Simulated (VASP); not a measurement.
HfC: electric field gradients with LDA

The system is HfC.

```
Hf C
1.0
     0.00000    2.31714    2.31714
     2.31714    0.00000    2.31714
     2.31714    2.31714    0.00000
Hf C
1 1
Direct
  0.00000 0.00000 0.00000
  0.50000 0.50000 0.50000
```

```json
{
  "Program": "VASP 6.6.1",
  "Task": "electric field gradients",
  "Functional": "LDA",
  "Potentials or basis": "VASP PAW LDA potentials, release 64 (Hf_pv, C)",
  "Cutoff": "520 eV",
  "k mesh": "14 × 14 × 14",
  "Occupations": "fermi-dirac, width 0.05 eV",
  "Spin": "no spin polarisation",
  "Dipole correction": "no",
  "Further INCAR settings": "ALGO = Normal; EDIFF = 1e-08; NBANDS = 14"
}
```

The pressure is -9.3 GPa and the band gap on the k mesh is zero (band 7 reaches 6.96 eV, above the bottom of band 8 at 5.53 eV).

Levels at points of the mesh, in eV from the Fermi level:
```csv
k point,band 3,band 4,band 5,band 6,band 7,band 8,band 9,band 10,band 11,band 12
"(0.00, 0.00, 0.00)",-29.33,-12.17,1.06,1.06,1.06,1.33,1.33,1.33,3.38,3.38
"(0.50, 0.00, 0.00)",-29.40,-8.28,-6.14,-3.00,-3.00,5.29,5.29,5.79,6.72,11.48
"(0.50, 0.50, 0.00)",-29.57,-10.25,-2.46,-1.84,-0.01,-0.01,5.33,6.73,6.73,8.52
```

Run time: 14 s on 1 thread of Intel Xeon 6975P-C (shared host), peak memory 0.16 GiB.

Caveat: without QUAD_EFG the Cq values of the log hold for a quadrupole moment of 1 mb, not for the nuclei; spin-orbit coupling is left out, which moves the levels of the heavy elements.
